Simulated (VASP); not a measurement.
# PbS in VASP: notebook, part 2 of 3

VASP 6.6.1.

## (4) Electric field gradients, PBE (51.92 Å³/atom)

This run uses another cell than the first one.

Contents of INCAR:

```
SYSTEM = PbS
PREC     = Accurate       ! precision mode
ENCUT    = 400            ! plane-wave cutoff, eV
EDIFF    = 1E-8           ! SCF threshold, eV
ISMEAR   = -1             ! smearing method
SIGMA    = 0.01           ! smearing width, eV
LREAL    = .False.        ! projectors in reciprocal space
LASPH    = .True.         ! aspherical terms in the spheres
NELM     = 120            ! most SCF steps
ALGO     = Normal         ! electronic algorithm
ISIF     = 2              ! what is computed and relaxed
LWAVE    = .False.        ! write WAVECAR
LCHARG   = .False.        ! write CHGCAR
GGA      = PE             ! functional
LEFG     = .True.       
NBANDS   = 28             ! bands
GGA_COMPAT= .False.
```

Contents of KPOINTS:

```
Automatic mesh
0
Gamma
  7 7 3
  0 0 0
```

Contents of POSCAR:

```
PbS
1.0
    2.9791952269     -2.9381622711      0.0000000000
    2.9791952269      2.9381622711      0.0000000000
   -1.0942628141      0.0000000000     11.8633772756
Pb S
2 2
Direct
    0.7756000000      0.7756000000      0.6363800000
    0.2244000000      0.2244000000      0.3636200000
    0.2684000000      0.2684000000      0.5986000000
    0.7316000000      0.7316000000      0.4014000000
```

Potentials or basis: VASP PAW PBE potentials, release 64 (Pb_d, S).

Run with:

```bash
cat potpaw_PBE.64/Pb_d/POTCAR potpaw_PBE.64/S/POTCAR > POTCAR
mpirun -np 1 vasp_std > vasp.out
```

OUTCAR:

```text
SYSTEM = PbS
   PREC = Accurate
   ENCUT = 400
   EDIFF = 1E-8
   ISMEAR = -1
   LREAL = .False.
   LASPH = .True.
   NELM = 120
   ISIF = 2
   GGA = PE

 ion  position               nearest neighbor table
   1  0.776  0.776  0.636-   4 2.79   3 2.97   3 2.97   3 3.01   3 3.01
   2  0.224  0.224  0.364-   3 2.79   4 2.97   4 2.97   4 3.01   4 3.01
   3  0.268  0.268  0.599-   2 2.79   1 2.97   1 2.97   1 3.01   1 3.01
   4  0.732  0.732  0.401-   1 2.79   2 2.97   2 2.97   2 3.01   2 3.01

  LATTYP: Found a base centered monoclinic cell.
 ALAT       =     5.9583904538
 B/A-ratio  =     0.9862268322
 C/A-ratio  =     1.9994891547
 COS(beta)  =    -0.0918488301

  Lattice vectors:

 A1 = (   2.9791952269,  -2.9381622711,   0.0000000000)
 A2 = (   2.9791952269,   2.9381622711,   0.0000000000)
 A3 = (  -1.0942628141,   0.0000000000,  11.8633772756)

Analysis of symmetry for initial positions (statically):
=====================================================================
 Subroutine PRICEL returns:
 Original cell was already a primitive cell.

 Routine SETGRP: Setting up the symmetry group for a
 base centered monoclinic supercell.

 Subroutine GETGRP returns: Found  4 space group operations
 (whereof  4 operations were pure point group operations)
 out of a pool of  4 trial point group operations.

The static configuration has the point symmetry C_2h.

Analysis of symmetry for dynamics (positions and initial velocities):
[... 910 lines left out ...]
     27       5.7051      0.00000
     28       6.8871      0.00000

 [... further k-points ...]

------------------------ aborting loop because EDIFF is reached ----------------------------------------

  FORCE on cell =-STRESS in cart. coord.  units (eV):
  Direction    XX          YY          ZZ          XY          YZ          ZX
  --------------------------------------------------------------------------------------
  -------------------------------------------------------------------------------------
  Total       -0.7450109      0.2154386     -2.5298145      0.0000000      0.0000000     -0.0130671
  in kB       -5.7472506      1.6619619    -19.5157923      0.0000000      0.0000000     -0.1008041
  external PRESSURE =      -7.8670270 kB  Pullay stress =       0.0000000 kB

 VOLUME and BASIS-vectors are now :
 -----------------------------------------------------------------------------
  energy-cutoff  :      400.00
  volume of cell :      207.69
      direct lattice vectors                 reciprocal lattice vectors
     2.979195227 -2.938162271  0.000000000     0.167830559 -0.170174399  0.015480477
     2.979195227  2.938162271  0.000000000     0.167830559  0.170174399  0.015480477
    -1.094262814  0.000000000 11.863377276     0.000000000  0.000000000  0.084293029

 POSITION                                       TOTAL-FORCE (eV/Angst)
 -----------------------------------------------------------------------------------
      3.92496      0.00000      7.54962        -0.000888      0.000000     -0.665977
      0.93917      0.00000      4.31376         0.000888      0.000000      0.665977
      0.94421      0.00000      7.10142        -0.004517      0.000000     -0.140331
      3.91992      0.00000      4.76196         0.004517      0.000000      0.140331
 -----------------------------------------------------------------------------------
    total drift:                                0.000000      0.000000      0.000000

  FREE ENERGIE OF THE ION-ELECTRON SYSTEM (eV)
  ---------------------------------------------------
  free  energy   TOTEN  =       -17.1702425568 eV

  energy  without entropy=      -17.1702425568  energy(sigma->0) =      -17.17024256

 Electric field gradients (V/A^2)
---------------------------------------------------------------------
 ion       V_xx      V_yy      V_zz      V_xy      V_xz      V_yz
---------------------------------------------------------------------
   1      91.621    36.626  -128.247    -0.000     0.369    -0.000
   2      91.621    36.626  -128.247    -0.000     0.369     0.000
   3      -0.194    -1.669     1.863     0.000     0.229    -0.000
   4      -0.194    -1.669     1.863     0.000     0.229    -0.000
---------------------------------------------------------------------

 Electric field gradients after diagonalization (V/A^2)
 (convention: |V_zz| > |V_xx| > |V_yy|)
----------------------------------------------------------------------
 ion       V_xx      V_yy      V_zz     asymmetry (V_yy - V_xx)/ V_zz
----------------------------------------------------------------------
   1      91.621    36.626  -128.248       0.429
   2      91.621    36.626  -128.248       0.429
   3      -1.669    -0.219     1.888       0.768
   4      -1.669    -0.219     1.888       0.768
----------------------------------------------------------------------

           NMR quadrupolar parameters

 Cq : quadrupolar parameter    Cq=e*Q*V_zz/h
 eta: asymmetry parameters     (V_yy - V_xx)/ V_zz
 Q  : nuclear electric quadrupole moment in mb (millibarn)
----------------------------------------------------------------------
 ion       Cq(MHz)       eta       Q (mb)
----------------------------------------------------------------------
   1      -0.310       0.429       1.000
   2      -0.310       0.429       1.000
   3       0.005       0.768       1.000
   4       0.005       0.768       1.000
----------------------------------------------------------------------
```

OSZICAR:

```text
N       E                     dE             d eps       ncg     rms          rms(c)
DAV:   1     0.368856703952E+03    0.36886E+03   -0.15669E+04  2552   0.106E+03
DAV:   2     0.256027694778E+02   -0.34325E+03   -0.33436E+03  2724   0.323E+02
DAV:   3    -0.168586242401E+02   -0.42461E+02   -0.41903E+02  3208   0.137E+02
[... 12 lines left out ...]
DAV:  16    -0.171702377407E+02   -0.14322E-04   -0.61858E-06  3260   0.124E-02    0.814E-03
DAV:  17    -0.171702403028E+02   -0.25621E-05   -0.55237E-07  3032   0.352E-03    0.117E-03
DAV:  18    -0.171702425326E+02   -0.22299E-05   -0.48481E-07  2440   0.242E-03    0.228E-03
DAV:  19    -0.171702425565E+02   -0.23862E-07   -0.19119E-08  2604   0.981E-04    0.873E-04
DAV:  20    -0.171702425568E+02   -0.29422E-09   -0.33769E-09  2164   0.351E-04
   1 F= -.17170243E+02 E0= -.17170243E+02  d E =-.743021E-12
```

stdout:

```text
POSCAR found type information on POSCAR PbS
 POSCAR found :  2 types and       4 ions
 scaLAPACK will be used
 LDA part: xc-table for (Slater+PW92), standard interpolation
 POSCAR, INCAR and KPOINTS ok, starting setup
 FFT: planning ... GRIDC
 FFT: planning ... GRID_SOFT
 FFT: planning ... GRID
 WAVECAR not read
 entering main loop
ion   1

ion   2

ion   3

ion   4
```

Run time: 2.3 min. Hardware: 1 thread of Intel Xeon Platinum 8488C (Sapphire Rapids), shared host; peak memory 0.32 GiB.

Results:

```yaml
Free_energy: -17.1702 eV
Largest_force: 0.666 eV/Å
Band_gap_on_the_k_mesh: 1.32 eV
Largest_electric_field_gradient_by_atom: Pb -128.2; S +1.9 V/Å²
```

Forces on the atoms (eV/Å):
```
Pb  -0.001  0.000 -0.666
Pb   0.001  0.000  0.666
S   -0.005  0.000 -0.140
S    0.005  0.000  0.140
```

Electric field gradients, principal values (V/Å²):
| atom | least | middle | greatest (by size) |
| --- | --- | --- | --- |
| 1 Pb | 36.626 | 91.621 | -128.248 |
| 2 Pb | 36.626 | 91.621 | -128.248 |
| 3 S | -0.219 | -1.669 | 1.888 |
| 4 S | -0.219 | -1.669 | 1.888 |

Caveat: there is no dipole correction, which matters where the two faces differ; without QUAD_EFG the Cq values of the log hold for a quadrupole moment of 1 mb, not for the nuclei; spin-orbit coupling is left out, which moves the levels of the heavy elements.

## (5) Electric field gradients, PBE (51.92 Å³/atom)

This run uses another cell than the first one.

Contents of INCAR:

```
  PREC = Accurate
  ENCUT = 400
  EDIFF = 1E-8
  ISMEAR = -1
  SIGMA = 0.01
  LREAL = False
  LASPH = True
  NELM = 120
  ALGO = Normal
  ISIF = 2
  LWAVE = False
  LCHARG = False
  GGA = PE
  LEFG = True
  NBANDS = 28
  GGA_COMPAT = False
```

Contents of KPOINTS:

```
Automatic mesh
0
Gamma
  7 7 3
```

POSCAR is that of step 4.

Potentials or basis: VASP PAW PBE potentials, release 64 (Pb_d, S).

Run with:

```bash
cat potpaw_PBE.64/Pb_d/POTCAR potpaw_PBE.64/S/POTCAR > POTCAR
mpirun -np 1 vasp_std > vasp.out
```

OUTCAR:

```text
PREC = Accurate
   ENCUT = 400
   EDIFF = 1E-8
   ISMEAR = -1
   LREAL = False
   LASPH = True
   NELM = 120
   ISIF = 2
   GGA = PE

 ion  position               nearest neighbor table
   1  0.776  0.776  0.636-   4 2.79   3 2.97   3 2.97   3 3.01   3 3.01
   2  0.224  0.224  0.364-   3 2.79   4 2.97   4 2.97   4 3.01   4 3.01
   3  0.268  0.268  0.599-   2 2.79   1 2.97   1 2.97   1 3.01   1 3.01
   4  0.732  0.732  0.401-   1 2.79   2 2.97   2 2.97   2 3.01   2 3.01

  LATTYP: Found a base centered monoclinic cell.
 ALAT       =     5.9583904538
 B/A-ratio  =     0.9862268322
 C/A-ratio  =     1.9994891547
 COS(beta)  =    -0.0918488301

  Lattice vectors:

 A1 = (   2.9791952269,  -2.9381622711,   0.0000000000)
 A2 = (   2.9791952269,   2.9381622711,   0.0000000000)
 A3 = (  -1.0942628141,   0.0000000000,  11.8633772756)

Analysis of symmetry for initial positions (statically):
=====================================================================
 Subroutine PRICEL returns:
 Original cell was already a primitive cell.

 Routine SETGRP: Setting up the symmetry group for a
 base centered monoclinic supercell.

 Subroutine GETGRP returns: Found  4 space group operations
 (whereof  4 operations were pure point group operations)
 out of a pool of  4 trial point group operations.

The static configuration has the point symmetry C_2h.

Analysis of symmetry for dynamics (positions and initial velocities):
=====================================================================
[... 913 lines left out ...]

------------------------ aborting loop because EDIFF is reached ----------------------------------------

  FORCE on cell =-STRESS in cart. coord.  units (eV):
  Direction    XX          YY          ZZ          XY          YZ          ZX
  --------------------------------------------------------------------------------------
  -------------------------------------------------------------------------------------
  Total       -0.7450109      0.2154386     -2.5298145      0.0000000      0.0000000     -0.0130671
  in kB       -5.7472506      1.6619619    -19.5157923      0.0000000      0.0000000     -0.1008041
  external PRESSURE =      -7.8670270 kB  Pullay stress =       0.0000000 kB

 VOLUME and BASIS-vectors are now :
 -----------------------------------------------------------------------------
  energy-cutoff  :      400.00
  volume of cell :      207.69
      direct lattice vectors                 reciprocal lattice vectors
     2.979195227 -2.938162271  0.000000000     0.167830559 -0.170174399  0.015480477
     2.979195227  2.938162271  0.000000000     0.167830559  0.170174399  0.015480477
    -1.094262814  0.000000000 11.863377276     0.000000000  0.000000000  0.084293029

 POSITION                                       TOTAL-FORCE (eV/Angst)
 -----------------------------------------------------------------------------------
      3.92496      0.00000      7.54962        -0.000888      0.000000     -0.665977
      0.93917      0.00000      4.31376         0.000888      0.000000      0.665977
      0.94421      0.00000      7.10142        -0.004517      0.000000     -0.140331
      3.91992      0.00000      4.76196         0.004517      0.000000      0.140331
 -----------------------------------------------------------------------------------
    total drift:                                0.000000      0.000000      0.000000

  FREE ENERGIE OF THE ION-ELECTRON SYSTEM (eV)
  ---------------------------------------------------
  free  energy   TOTEN  =       -17.1702425568 eV

  energy  without entropy=      -17.1702425568  energy(sigma->0) =      -17.17024256

 Electric field gradients (V/A^2)
---------------------------------------------------------------------
 ion       V_xx      V_yy      V_zz      V_xy      V_xz      V_yz
---------------------------------------------------------------------
   1      91.621    36.626  -128.247    -0.000     0.369    -0.000
   2      91.621    36.626  -128.247    -0.000     0.369     0.000
   3      -0.194    -1.669     1.863     0.000     0.229    -0.000
   4      -0.194    -1.669     1.863     0.000     0.229    -0.000
---------------------------------------------------------------------

 Electric field gradients after diagonalization (V/A^2)
 (convention: |V_zz| > |V_xx| > |V_yy|)
----------------------------------------------------------------------
 ion       V_xx      V_yy      V_zz     asymmetry (V_yy - V_xx)/ V_zz
----------------------------------------------------------------------
   1      91.621    36.626  -128.248       0.429
   2      91.621    36.626  -128.248       0.429
   3      -1.669    -0.219     1.888       0.768
   4      -1.669    -0.219     1.888       0.768
----------------------------------------------------------------------

           NMR quadrupolar parameters

 Cq : quadrupolar parameter    Cq=e*Q*V_zz/h
 eta: asymmetry parameters     (V_yy - V_xx)/ V_zz
 Q  : nuclear electric quadrupole moment in mb (millibarn)
----------------------------------------------------------------------
 ion       Cq(MHz)       eta       Q (mb)
----------------------------------------------------------------------
   1      -0.310       0.429       1.000
   2      -0.310       0.429       1.000
   3       0.005       0.768       1.000
   4       0.005       0.768       1.000
----------------------------------------------------------------------
```

OSZICAR:

```text
N       E                     dE             d eps       ncg     rms          rms(c)
DAV:   1     0.368856703952E+03    0.36886E+03   -0.15669E+04  2552   0.106E+03
DAV:   2     0.256027694778E+02   -0.34325E+03   -0.33436E+03  2724   0.323E+02
DAV:   3    -0.168586242401E+02   -0.42461E+02   -0.41903E+02  3208   0.137E+02
[... 12 lines left out ...]
DAV:  16    -0.171702377407E+02   -0.14322E-04   -0.61858E-06  3260   0.124E-02    0.814E-03
DAV:  17    -0.171702403028E+02   -0.25621E-05   -0.55237E-07  3032   0.352E-03    0.117E-03
DAV:  18    -0.171702425326E+02   -0.22299E-05   -0.48481E-07  2440   0.242E-03    0.228E-03
DAV:  19    -0.171702425565E+02   -0.23862E-07   -0.19119E-08  2604   0.981E-04    0.873E-04
DAV:  20    -0.171702425568E+02   -0.29422E-09   -0.33769E-09  2164   0.351E-04
   1 F= -.17170243E+02 E0= -.17170243E+02  d E =-.743021E-12
```

stdout:

```text
POSCAR found type information on POSCAR PbS
 POSCAR found :  2 types and       4 ions
 scaLAPACK will be used
 LDA part: xc-table for (Slater+PW92), standard interpolation
 POSCAR, INCAR and KPOINTS ok, starting setup
 FFT: planning ... GRIDC
 FFT: planning ... GRID_SOFT
 FFT: planning ... GRID
 WAVECAR not read
 entering main loop
ion   1

ion   2

ion   3

ion   4
```

Wall time 2.3 min (1 thread of Intel Xeon Platinum 8488C (Sapphire Rapids), shared host); peak memory 0.32 GiB.

What came out:

- Free energy: -17.1702 eV
- Largest force: 0.666 eV/Å
- Band gap on the k mesh: 1.32 eV
- Largest electric field gradient by atom: Pb -128.2; S +1.9 V/Å²

Forces in eV/Å, atoms in the order of the input:
```
Pb  -0.001  0.000 -0.666
Pb   0.001  0.000  0.666
S   -0.005  0.000 -0.140
S    0.005  0.000  0.140
```

Electric field gradients, principal values (V/Å²):
```csv
atom,least,middle,greatest (by size)
1 Pb,36.626,91.621,-128.248
2 Pb,36.626,91.621,-128.248
3 S,-0.219,-1.669,1.888
4 S,-0.219,-1.669,1.888
```

Caveat: there is no dipole correction, which matters where the two faces differ; without QUAD_EFG the Cq values of the log hold for a quadrupole moment of 1 mb, not for the nuclei; spin-orbit coupling is left out, which moves the levels of the heavy elements.

(Continued in part 3 of 3.)
